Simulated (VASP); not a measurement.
# CoNiO2 (P4/mmm) in VASP: further runs

The runs below take CoNiO2 through single point, with PBEsol.

Everything below comes from runs of VASP 6.6.1. Logs are shortened: lines on timing, memory, paths and dates and some standing lists are left out, and cuts for length are marked.

### Step 1. The cell of the first run

It takes space group P4/mmm (No. 123, tetragonal). The conventional cell has a = 3.073 Å, b = 3.073 Å, c = 4.305 Å, α = 90.00°, β = 90.00°, γ = 90.00°. Ni (site symmetry 4/mmm) has 6 O at 2.15 to 2.17 Å within 2.8 Å. Co (site symmetry 4/mmm) has 6 O at 2.15 to 2.17 Å within 2.8 Å. Within 2.8 Å of O (site symmetry 4/mmm) lie 2 Ni at 2.15 Å and 4 Co at 2.17 Å. O (site symmetry 4/mmm) has 2 Co at 2.15 Å and 4 Ni at 2.17 Å within 2.8 Å.

### Step 2. Single point, PBEsol, collinear spin, ferromagnetic start

Input file INCAR:

```
SYSTEM = CoNiO2
  ALGO = Normal
  EDIFF = 1E-7
  ENCUT = 520
  GGA = PS
  ISIF = 2
  ISMEAR = -1
  ISPIN = 2
  LASPH = .True.
  LCHARG = .True.
  LELF = .True.
  LMAXMIX = 4
  LORBIT = 11
  LREAL = .False.
  LVHAR = .True.
  LWAVE = .False.
  MAGMOM = 1 2 0 0
  NBANDS = 28
  NELM = 150
  PREC = Accurate
  SIGMA = 0.05
```

Input file KPOINTS:

```
k-points
0
Gamma
  9 9 6
  0 0 0
```

Input file POSCAR:

```
CoNiO2
1.0
    3.0734525779      0.0000000000      0.0000000000
    0.0000000000      3.0734525779      0.0000000000
    0.0000000000      0.0000000000      4.3050959259
Ni Co O
1 1 2
Direct
    0.0000000000      0.0000000000      0.0000000000
    0.5000000000      0.5000000000      0.5000000000
    0.0000000000      0.0000000000      0.5000000000
    0.5000000000      0.5000000000      0.0000000000
```

Potentials or basis: VASP PAW PBE potentials, release 64 (Ni, Co, O).

On the command line:

```
> cat potpaw_PBE.64/Ni/POTCAR potpaw_PBE.64/Co/POTCAR potpaw_PBE.64/O/POTCAR > POTCAR
> mpirun -np 1 vasp_std > vasp.out
```

OUTCAR:

```text
SYSTEM = CoNiO2
   EDIFF = 1E-7
   ENCUT = 520
   GGA = PS
   ISIF = 2
   ISMEAR = -1
   ISPIN = 2
   LASPH = .True.
   LORBIT = 11
   LREAL = .False.
   NELM = 150
   PREC = Accurate

 ion  position               nearest neighbor table
   1  0.000  0.000  0.000-   3 2.15   3 2.15   4 2.17   4 2.17   4 2.17   4 2.17   2 3.06   2 3.06
                             2 3.06   2 3.06   2 3.06   2 3.06   2 3.06   2 3.06
   2  0.500  0.500  0.500-   4 2.15   4 2.15   3 2.17   3 2.17   3 2.17   3 2.17   1 3.06   1 3.06
                             1 3.06   1 3.06   1 3.06   1 3.06   1 3.06   1 3.06
   3  0.000  0.000  0.500-   1 2.15   1 2.15   2 2.17   2 2.17   2 2.17   2 2.17
   4  0.500  0.500  0.000-   2 2.15   2 2.15   1 2.17   1 2.17   1 2.17   1 2.17

  LATTYP: Found a simple tetragonal cell.
 ALAT       =     3.0734525779
 C/A-ratio  =     1.4007360832

  Lattice vectors:

 A1 = (   3.0734525779,   0.0000000000,   0.0000000000)
 A2 = (   0.0000000000,   3.0734525779,   0.0000000000)
 A3 = (   0.0000000000,   0.0000000000,   4.3050959259)

Analysis of symmetry for initial positions (statically):
=====================================================================
 Subroutine PRICEL returns:
 Original cell was already a primitive cell.

 Routine SETGRP: Setting up the symmetry group for a
 simple tetragonal supercell.

 Subroutine GETGRP returns: Found 16 space group operations
 (whereof 16 operations were pure point group operations)
 out of a pool of 16 trial point group operations.

The static configuration has the point symmetry D_4h.

Analysis of symmetry for dynamics (positions and initial velocities):
=====================================================================
 Subroutine PRICEL returns:
 Original cell was already a primitive cell.

 Routine SETGRP: Setting up the symmetry group for a
 simple tetragonal supercell.

 Subroutine GETGRP returns: Found 16 space group operations
 (whereof 16 operations were pure point group operations)
 out of a pool of 16 trial point group operations.

The dynamic configuration has the point symmetry D_4h.

Analysis of structural, dynamic, and magnetic symmetry:
=====================================================================
 Subroutine PRICEL returns:
 Original cell was already a primitive cell.

 Routine SETGRP: Setting up the symmetry group for a
 simple tetragonal supercell.

 Subroutine GETGRP returns: Found 16 space group operations
 (whereof 16 operations were pure point group operations)
 out of a pool of 16 trial point group operations.

The overall configuration has the point symmetry D_4h.

 Subroutine INISYM returns: Found 16 space group operations
 (whereof 16 operations are pure point group operations),
 and found     1 'primitive' translations

----------------------------------------------------------------------------------------

                                     Primitive cell

  volume of cell :      40.6664

  direct lattice vectors                    reciprocal lattice vectors
     3.073452578  0.000000000  0.000000000     0.325366985  0.000000000  0.000000000
     0.000000000  3.073452578  0.000000000     0.000000000  0.325366985  0.000000000
     0.000000000  0.000000000  4.305095926     0.000000000  0.000000000  0.232282861

  length of vectors
     3.073452578  3.073452578  4.305095926     0.325366985  0.325366985  0.232282861

  position of ions in fractional coordinates (direct lattice)
     0.000000000  0.000000000  0.000000000
     0.500000000  0.500000000  0.500000000
     0.000000000  0.000000000  0.500000000
     0.500000000  0.500000000  0.000000000

  ion indices of the primitive-cell ions
   primitive index   ion index
                 1           1
                 2           2
                 3           3
                 4           4

----------------------------------------------------------------------------------------

 KPOINTS: k-points

Automatic generation of k-mesh.
 Grid dimensions read from file:
 generate k-points for:    9    9    6

 Generating k-lattice:

  Cartesian coordinates                     Fractional coordinates (reciprocal lattice)
     0.036151887  0.000000000  0.000000000     0.111111111  0.000000000  0.000000000
     0.000000000  0.036151887  0.000000000     0.000000000  0.111111111  0.000000000
     0.000000000  0.000000000  0.038713810     0.000000000  0.000000000  0.166666667

  Length of vectors
     0.036151887  0.036151887  0.038713810

  Shift w.r.t. Gamma in fractional coordinates (k-lattice)
     0.000000000  0.000000000  0.000000000

 Subroutine IBZKPT returns following result:
 ===========================================

 Found     60 irreducible k-points:

 Following reciprocal coordinates:
            Coordinates               Weight
  0.000000  0.000000  0.000000      1.000000
  0.111111  0.000000  0.000000      4.000000
  0.222222  0.000000  0.000000      4.000000
  0.333333  0.000000  0.000000      4.000000
  0.444444  0.000000  0.000000      4.000000
  0.111111  0.111111  0.000000      4.000000
[... 16 lines left out ...]
  0.333333  0.111111  0.166667     16.000000
  0.444444  0.111111  0.166667     16.000000
 [... further k-points ...]
   k-points           NKPTS =     60   k-points in BZ     NKDIM =     60   number of bands    NBANDS=     28
   number of dos      NEDOS =    301   number of ions     NIONS =      4
   total plane-waves  NPLWV =  18432
   dimension x,y,z NGX =    24 NGY =   24 NGZ =   32
   dimension x,y,z NGXF=    48 NGYF=   48 NGZF=   64
   ions per type =               1   1   2
   NGX,Y,Z   is equivalent  to a cutoff of  12.98, 12.98, 12.36 a.u.
   NGXF,Y,Z  is equivalent  to a cutoff of  25.96, 25.96, 24.71 a.u.
 SYSTEM =  CoNiO2
   PREC   = accura    normal or accurate (medium, high low for compatibility)
   ISTART =      0    job   : 0-new  1-cont  2-samecut
   ICHARG =      2    charge: 1-file 2-atom 10-const
   ISPIN  =      2    spin polarized calculation?
   LNONCOLLINEAR =      F non collinear calculations
   LSORBIT =      F    spin-orbit coupling
   LASPH  =      T    aspherical Exc in radial PAW
   ENCUT  =  520.0 eV  38.22 Ry    6.18 a.u.   5.71  5.71  8.00*2*pi/ulx,y,z
   NELM   =    150;   NELMIN=  2; NELMDL= -5     # of ELM steps
   EDIFF  = 0.1E-06   stopping-criterion for ELM
   LREAL  =      F    real-space projection
   EDIFFG = 0.1E-05   stopping-criterion for IOM
   NSW    =      0    number of steps for IOM
   IBRION =     -1    ionic relax: 0-MD 1-quasi-New 2-CG
   NFREE  =      0    steps in history (QN), initial steepest desc. (CG)
   ISIF   =      2    stress and relaxation
   ISYM   =      2    0-nonsym 1-usesym 2-fastsym
   POTIM  = 0.5000    time-step for ionic-motion
   TEBEG  =    0.0;   TEEND  =   0.0 temperature during run
   PSTRESS=    0.0 pullay stress
   NELECT =      31.0000    total number of electrons
   NUPDOWN=      -1.0000    fix difference up-down
   EMIN   =  10.00;   EMAX   =-10.00  energy-range for DOS
   EFERMI =   0.00;   METHOD = LEGACY
   ISMEAR =    -1;   SIGMA  =   0.05  broadening in eV -4-tet -1-fermi 0-gaus
   EFERMI_NEDOS =   21; number of points for ismear=-14 and -15
   IALGO  =     38    algorithm
   IMIX   =      4    mixing-type and parameters
     AMIX     =   0.40;   BMIX     =  1.00
     AMIX_MAG =   1.60;   BMIX_MAG =  1.00
  volume/ion in A,a.u.               =      10.17        68.61
  Fermi-wavevector in a.u.,A,eV,Ry     =   1.495490  2.826066 30.429288  2.236490
  Thomas-Fermi vector in A             =   2.607628
   LORBIT       =     11    0 simple, 1 ext, 2 COOP (PROOUT), +10 PAW based schemes
   GGA     = PS    functional components
   LHFCALC =     F    Hartree Fock is set to
   AEXX    =    0.0000 exact exchange contribution
   IVDW    =     0    specifies the selected vdW correction
   LEPSILON=     F    determine dielectric tensor
   LRPA    =     F    only Hartree local field effects (RPA)
 spin polarized calculation
  energy-cutoff  :      520.00
  volume of cell :       40.67
 maximum number of plane-waves:      1114
 NGX is ok and might be reduce to    24
   NGX = 11   NGY = 11   NGZ = 17

 number of electron      31.0000025 magnetization       4.7371992

 Free energy of the ion-electron system (eV)
  ---------------------------------------------------
  ext. energy  EPLUGINS =         0.00000000
  ---------------------------------------------------
  free energy    TOTEN  =       -26.01005026 eV

  energy without entropy =      -25.94647222  energy(sigma->0) =      -25.97826124

 E-fermi :   6.6153     XC(G=0): -12.3378

 val. band max:        6.6144688522   @ k =   0.2222   0.0000   0.0000
 cond. band min:       6.6160825554   @ k =   0.4444   0.0000   0.0000
 fundamental gap:      0.0016137032
 Fermi energy:         6.6153074159

 spin component 1

 k-point     1 :       0.0000    0.0000    0.0000
  band No.  band energies     occupation
      1     -12.9290      1.00000
      2     -11.7383      1.00000
      3       0.3440      1.00000
      4       2.6439      1.00000
      5       2.6439      1.00000
      6       2.9502      1.00000
[... 709 lines left out ...]
     26      20.6960      0.00000
     27      25.5900      0.00000

 [... further k-points ...]

 spin component 2

 k-point     1 :       0.0000    0.0000    0.0000
  band No.  band energies     occupation
      1     -12.4093      1.00000
      2     -11.1457      1.00000
      3       0.7524      1.00000
      4       3.1825      1.00000
      5       3.1825      1.00000
      6       4.3891      1.00000
[... 709 lines left out ...]
     26      21.2292      0.00000
     27      25.9784      0.00000

 [... further k-points ...]

 [bands above 27 left out]

------------------------ aborting loop because EDIFF is reached ----------------------------------------

  FORCE on cell =-STRESS in cart. coord.  units (eV):
  Direction    XX          YY          ZZ          XY          YZ          ZX
  --------------------------------------------------------------------------------------
  -------------------------------------------------------------------------------------
  Total       -5.0270623     -5.0270623     -4.7691072      0.0000000      0.0000000     -0.0000000
  in kB     -198.0564453   -198.0564453   -187.8935201      0.0000000      0.0000000     -0.0000000
  external PRESSURE =    -194.6688036 kB  Pullay stress =       0.0000000 kB

 VOLUME and BASIS-vectors are now :
 -----------------------------------------------------------------------------
  energy-cutoff  :      520.00
  volume of cell :       40.67
      direct lattice vectors                 reciprocal lattice vectors
     3.073452578  0.000000000  0.000000000     0.325366985  0.000000000  0.000000000
     0.000000000  3.073452578  0.000000000     0.000000000  0.325366985  0.000000000
     0.000000000  0.000000000  4.305095926     0.000000000  0.000000000  0.232282861

 POSITION                                       TOTAL-FORCE (eV/Angst)
 -----------------------------------------------------------------------------------
      0.00000      0.00000      0.00000         0.000000      0.000000      0.000000
      1.53673      1.53673      2.15255         0.000000      0.000000      0.000000
      0.00000      0.00000      2.15255         0.000000      0.000000      0.000000
      1.53673      1.53673      0.00000         0.000000      0.000000      0.000000
 -----------------------------------------------------------------------------------
    total drift:                                0.000000     -0.000000     -0.000000

  FREE ENERGIE OF THE ION-ELECTRON SYSTEM (eV)
  ---------------------------------------------------
  free  energy   TOTEN  =       -26.0100502558 eV

  energy  without entropy=      -25.9464722192  energy(sigma->0) =      -25.97826124

 total charge

# of ion       s       p       d       tot
------------------------------------------
    1        0.298   0.331   8.227   8.856
    2        0.286   0.327   7.086   7.700
    3        1.552   3.361   0.000   4.913
    4        1.554   3.347   0.000   4.901
--------------------------------------------------
tot          3.690   7.366  15.313  26.370

 magnetization (x)

# of ion       s       p       d       tot
------------------------------------------
    1        0.013   0.012   1.404   1.428
    2        0.017   0.017   2.554   2.588
    3        0.026   0.290   0.000   0.316
    4        0.025   0.272   0.000   0.297
--------------------------------------------------
tot          0.081   0.590   3.958   4.629
```

Wall time 2.5 min (1 thread of Intel Xeon Platinum 8488C (Sapphire Rapids), shared host); peak memory 0.24 GiB.

What came out:

- Free energy: -26.0101 eV
- Pressure: -19.5 GPa
- Net moment: 4.74 μB per cell
- Site moments: Ni +1.43; Co +2.59; O +0.32, +0.30 μB
- Valence electrons inside the program's atomic spheres: Ni 8.86; Co 7.70; O 4.91, 4.90

Caveat: the PAW data sets were made with another functional, which shifts forces and pressure a little; semilocal functionals often make such compounds metallic where correlation or magnetic order opens a gap, which also shifts bond lengths. With open d or f shells a metallic result of PBEsol can be an artefact of self-interaction; +U or a hybrid may open a gap.

### Step 3. Single point, PBEsol, collinear spin, ferromagnetic start (volume scaled by 0.94)

Input file INCAR:

```
SYSTEM = CoNiO2
ALGO = Normal
EDIFF = 1E-6
ENCUT = 520
GGA = PS
ISIF = 2
ISMEAR = -1
ISPIN = 2
LASPH = .TRUE.
LCHARG = .TRUE.
LELF = .TRUE.
LMAXMIX = 4
LORBIT = 11
LREAL = .FALSE.
LVHAR = .TRUE.
LWAVE = .FALSE.
MAGMOM = 1 2 0 0
NBANDS = 28
NELM = 150
PREC = Accurate
SIGMA = 0.05
```

Input file KPOINTS:

```
k-points
0
G
  9 9 6
  0 0 0
```

Input file POSCAR:

```
CoNiO2
1.0
    2.9527987338      0.0000000000      0.0000000000
    0.0000000000      2.9527987338      0.0000000000
    0.0000000000      0.0000000000      4.1360917330
Ni Co O
1 1 2
Direct
    0.0000000000      0.0000000000      0.0000000000
    0.5000000000      0.5000000000      0.5000000000
    0.0000000000      0.0000000000      0.5000000000
    0.5000000000      0.5000000000      0.0000000000
```

Potentials or basis: VASP PAW PBE potentials, release 64 (Ni, Co, O).

On the command line:

```
> cat potpaw_PBE.64/Ni/POTCAR potpaw_PBE.64/Co/POTCAR potpaw_PBE.64/O/POTCAR > POTCAR
> mpirun -np 1 vasp_std > vasp.out
```

It took 61 s on 1 thread of Intel Xeon 6975P-C (Granite Rapids), shared host; peak memory 0.23 GiB.

It converged, with:

* Free energy: -26.3685 eV
* Pressure: -5.3 GPa
* Net moment: 3.38 μB per cell
* Site moments: Ni +0.74; Co +2.24; O +0.19, +0.14 μB
* Valence electrons inside the program's atomic spheres: Ni 9.10; Co 7.93; O 4.95, 4.94

Stress tensor (GPa, compression positive):
```
-5.73  0.00  0.00
 0.00 -5.73  0.00
 0.00  0.00 -4.56
```

Levels at points of the mesh, in eV from the Fermi level:
Spin up:
```csv
k point,band 15,band 16,band 17,band 18,band 19,band 20,band 21,band 22
"(0.00, 0.00, 0.00)",-2.02,-1.51,-1.30,-1.30,1.40,6.24,10.36,11.96
"(0.00, 0.00, 0.50)",-1.35,-1.15,-1.15,-0.94,5.30,5.38,13.17,13.23
```
Spin down:
| k point | band 10 | band 11 | band 12 | band 13 | band 14 | band 15 | band 16 | band 17 | band 18 | band 19 |
| --- | --- | --- | --- | --- | --- | --- | --- | --- | --- | --- |
| (0.00, 0.00, 0.00) | -1.56 | -1.56 | -1.39 | -0.95 | -0.86 | -0.11 | -0.11 | 0.07 | 0.66 | 1.72 |
| (0.00, 0.00, 0.50) | -1.83 | -0.89 | -0.64 | -0.64 | 0.01 | 0.04 | 0.04 | 0.04 | 1.03 | 5.66 |

Caveat: the PAW data sets were made with another functional, which shifts forces and pressure a little; semilocal functionals often make such compounds metallic where correlation or magnetic order opens a gap, which also shifts bond lengths.

(Part 1 of 2 ends here.)
